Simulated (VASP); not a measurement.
Write the native input for VASP 6.6.1 that does the following.

| Item | Value |
| --- | --- |
| Task | single point |
| Functional | PBEsol |
| Potentials or basis | VASP PAW PBE potentials, release 64 (K_sv, Br) |
| Cutoff | 520 eV |
| k mesh | 6 × 6 × 6 |
| Occupations | gaussian, width 0.05 eV |
| Spin | no spin polarisation |
| Dipole correction | no |
| Further INCAR settings | ALGO = Normal; EDIFF = 1e-06; NBANDS = 15 |

The structure of KBr lies in POSCAR:

```
KBr
1.0
    0.0000000000      3.1608000000      3.0291000000
    3.1608000000      0.0000000000      3.0291000000
    3.1608000000      3.1608000000      0.0000000000
K Br
1 1
Direct
    0.0000000000      0.0000000000      0.0000000000
    0.5000000000      0.5000000000      0.5000000000
```

This cell differs from its parent crystal: strain -0.040 along x and y, -0.080 along z.

These files were run (other wordings do the same):

INCAR

```
ALGO = Normal
EDIFF = 1E-6
ENCUT = 520
GGA = PS
ISIF = 2
ISMEAR = 0
LASPH = True
LCHARG = True
LELF = True
LREAL = False
LVHAR = True
LWAVE = False
NBANDS = 15
NELM = 100
PREC = Accurate
SIGMA = 0.05
```

KPOINTS

```
k-points
0
Gamma
  6 6 6
```

Potentials or basis: VASP PAW PBE potentials, release 64 (K_sv, Br).

Run with:

```bash
$ cat potpaw_PBE.64/K_sv/POTCAR potpaw_PBE.64/Br/POTCAR > POTCAR
$ mpirun -np 1 vasp_std > vasp.out
```

It gave:

The pressure is 3.6 GPa and the band gap on the k mesh is 4.69 eV, direct.

Caveat: the cell differs from its parent crystal (strain -0.040 along x and y, -0.080 along z); the PAW data sets were made with another functional, which shifts forces and pressure a little.

Wall time 15 s on 1 thread of Intel(R) Xeon(R) 6975P-C (Granite Rapids), with other jobs on the host, peak memory 0.2 GiB.
